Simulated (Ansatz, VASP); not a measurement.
**Pb in VASP and in Ansatz**

File INCAR:

```
SYSTEM = Pb
  ALGO = Fast
  EDIFF = 1E-6
  ENCUT = 520
  GGA = RP
  ISIF = 2
  ISMEAR = -1
  LASPH = .TRUE.
  LCHARG = .TRUE.
  LELF = .TRUE.
  LREAL = .FALSE.
  LVHAR = .TRUE.
  LWAVE = .FALSE.
  NBANDS = 13
  NELM = 60
  PREC = Accurate
  SIGMA = 0.05
```

Contents of KPOINTS:

```
k-points
0
G
  5 5 5
  0 0 0
```

Contents of POSCAR:

```
Pb
1.0
    0.0000000000      2.4750200000      2.4750200000
    2.4750200000      0.0000000000      2.4750200000
    2.4750200000      2.4750200000      0.0000000000
Pb
1
Direct
    0.0000000000      0.0000000000      0.0000000000
```

input.yaml

```yaml
crystal:
  lattice:
    - [0.0, 2.47502, 2.47502]
    - [2.47502, 0.0, 2.47502]
    - [2.47502, 2.47502, 0.0]
  atoms:
    - { symbol: Pb, position: [0.0, 0.0, 0.0] }
hamiltonian:
  xc: rpbe
  pseudopotentials: { kind: paw }
kpoints:
  mp_grid: { grid: [5, 5, 5] }
  band_path:
    path:
      - [[0.0, 0.0, 0.0], [0.5, 0.0, 0.5], [0.5, 0.25, 0.75], [0.375, 0.375, 0.75], [0.0, 0.0, 0.0], [0.5, 0.5, 0.5], [0.625, 0.25, 0.625], [0.5, 0.25, 0.75], [0.5, 0.5, 0.5], [0.375, 0.375, 0.75]]
      - [[0.625, 0.25, 0.625], [0.5, 0.0, 0.5]]
    npoints: 14
scf:
  occupations: { method: fermi_dirac, width: 0.05 }
  n_extra_bands: 6
output:
  forces: true
  stress: true
  eigenvalues: true
  fatbands: false
  write_density: true
  write_potential: true
  elf: true
  volumetric_format: npy
```

Alike in both runs: functional RPBE; k mesh 5 × 5 × 5; occupations fermi-dirac, width 0.05 eV; no spin polarisation.

|  | VASP | Ansatz |
| --- | --- | --- |
| version | VASP 6.6.1 | Ansatz 0.2.0 |
| potentials or method | VASP PAW PBE potentials, release 64 (Pb_d) | Ansatz PAW |
| plane-wave cutoff (eV) | 520 | 420 |
| valence electrons in the cell | 14 | 14 |
| task | single point | band structure |

|  | VASP | Ansatz | Ansatz less VASP |
| --- | --- | --- | --- |
| gap on the k mesh at the Fermi level (eV) | none | none | - |
| pressure (GPa) | 3.5 | 3.5 | 0.00 |

VASP's potentials were made for PBE, not for RPBE. A gap of «none» marks a metal or a gap that the smearing closes. The functional is the same, so the differences come from potentials, cutoffs and numerics.

The k mesh is coarse, so the values compare programs but aren't converged. Spin-orbit coupling is off throughout.
